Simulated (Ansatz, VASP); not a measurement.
# C in VASP and in Ansatz

Contents of INCAR:

```
SYSTEM = C
PREC = Accurate
ENCUT = 520
EDIFF = 1E-6
ISMEAR = 0
SIGMA = 0.02
LREAL = .FALSE.
LASPH = .TRUE.
NELM = 100
ALGO = Normal
ISIF = 2
LWAVE = .FALSE.
LCHARG = .TRUE.
GGA = PE
LELF = .TRUE.
LVHAR = .TRUE.
NBANDS = 11
```

Contents of KPOINTS:

```
regular mesh
0
G
  12 12 12
  0 0 0
```

The input POSCAR:

```
C
1.0
    0.0074011100      1.7705773540      1.7944035780
    1.7708091960      0.0013018820      1.8005028060
    1.7721110780      1.7779784640      0.0000000000
C
2
Direct
    0.4820455310      0.4913928451      0.5271111360
    0.7679544690      0.7586071549      0.7228888640
```

Input for Ansatz:

```yaml
crystal:
  lattice:
    - [0.00740111, 1.770577354, 1.794403578]
    - [1.770809196, 0.001301882, 1.800502806]
    - [1.772111078, 1.777978464, 0.0]
  atoms:
    - { symbol: C, position: [0.482045531, 0.4913928451, 0.527111136] }
    - { symbol: C, position: [0.767954469, 0.7586071549, 0.722888864] }
basis:
  ecutwfc: 420
kpoints:
  mp_grid: { grid: [12, 12, 12] }
hamiltonian:
  xc: pbe
scf:
  occupations: { method: gaussian, width: 0.02 }
output:
  forces: true
  stress: true
  eigenvalues: true
```

Change from the starting cell: all atoms moved at random, cell strained at random.

Alike in both runs: task single point; functional PBE; k mesh 12 × 12 × 12; occupations gaussian, width 0.02 eV; no spin polarisation.

|  | VASP | Ansatz |
| --- | --- | --- |
| version | VASP 6.6.1 | Ansatz 0.2.0 |
| potentials or method | VASP PAW PBE potentials, release 64 (C), cutoff 520 eV | scalar-relativistic, plane waves, PAW |
| valence electrons in the cell | 8 | 8 |

Ansatz gave:

| Item | Value |
| --- | --- |
| gap on the k mesh at the Fermi level (eV) | 1.73 |
| least direct gap on the mesh (eV) | 1.74 |
| pressure (GPa) | 9.7 |
| traceless stress, the component that is largest in VASP (GPa) | -10.21 |
| rms of the force components (eV/Å) | 2.247 |

Problem. Which values does VASP return?

Solution. gap on the k mesh at the Fermi level (eV): 1.73; least direct gap on the mesh (eV): 1.74; pressure (GPa): 10.4; traceless stress, the component that is largest in VASP (GPa): -10.25; rms of the force components (eV/Å): 2.258.

Atom by atom the forces differ by 0.011 eV/Å (rms over components).
